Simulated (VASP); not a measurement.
A run of VASP 6.6.1:

File POSCAR:

```
PbS
1.0
    2.9614765721     -2.9670407458      0.1816208973
    2.9614765721      2.9670407458      0.1816208973
   -0.3633243756      0.0000000000      5.9243026098
Pb S
2 2
Direct
    0.7499985725      0.7499985725      0.7499492225
    0.2500014275      0.2500014275      0.2500507775
    0.2500053769      0.2500053769      0.7498460568
    0.7499946231      0.7499946231      0.2501539432
```

The input INCAR.step1:

```
ALGO     = Normal         # electronic algorithm
EDIFF    = 1E-4           # SCF threshold, eV
ENCUT    = 520            # plane-wave cutoff, eV
GGA      = PE             # functional
ISMEAR   = 0              # smearing method
LASPH    = T              # aspherical terms in the spheres
LCHARG   = F              # write CHGCAR
LREAL    = F              # projectors in reciprocal space
LWAVE    = T              # write WAVECAR
NBANDS   = 28             # bands
NELM     = 80             # most SCF steps
PREC     = Accurate       # precision mode
SIGMA    = 0.02           # smearing width, eV
```

Contents of INCAR.step2:

```
ALGO     = Normal         # electronic algorithm
EDIFF    = 1E-6           # SCF threshold, eV
ENCUT    = 520            # plane-wave cutoff, eV
ISIF     = 2              # what is computed and relaxed
ISMEAR   = 0              # smearing method
ISTART   = 1            
LASPH    = T              # aspherical terms in the spheres
LCHARG   = T              # write CHGCAR
LELF     = T              # ELF
LMIXTAU  = T            
LREAL    = F              # projectors in reciprocal space
LVHAR    = T            
LWAVE    = F              # write WAVECAR
METAGGA  = R2SCAN         # meta-GGA
NBANDS   = 28             # bands
NELM     = 80             # most SCF steps
PREC     = Accurate       # precision mode
SIGMA    = 0.02           # smearing width, eV
```

File KPOINTS:

```
k-points
0
Gamma
  8 8 6
```

Potentials or basis: VASP PAW PBE potentials, release 64 (Pb_d, S).

Run with:

```console
$ cat potpaw_PBE.64/Pb_d/POTCAR potpaw_PBE.64/S/POTCAR > POTCAR
$ cp INCAR.step1 INCAR
$ mpirun -np 1 vasp_std > vasp.out
$ cp INCAR.step2 INCAR
$ mpirun -np 1 vasp_std > vasp.out
```

Hardware: 1 thread of AMD EPYC 7R43 64-Core Processor (Zen 3), on a shared host.

Question: How long does it take, and how much memory?

Answer: Wall time 20 min on 1 thread of AMD EPYC 7R43 64-Core Processor (Zen 3) (shared host), peak memory 0.39 GiB. Counts: k points 114.
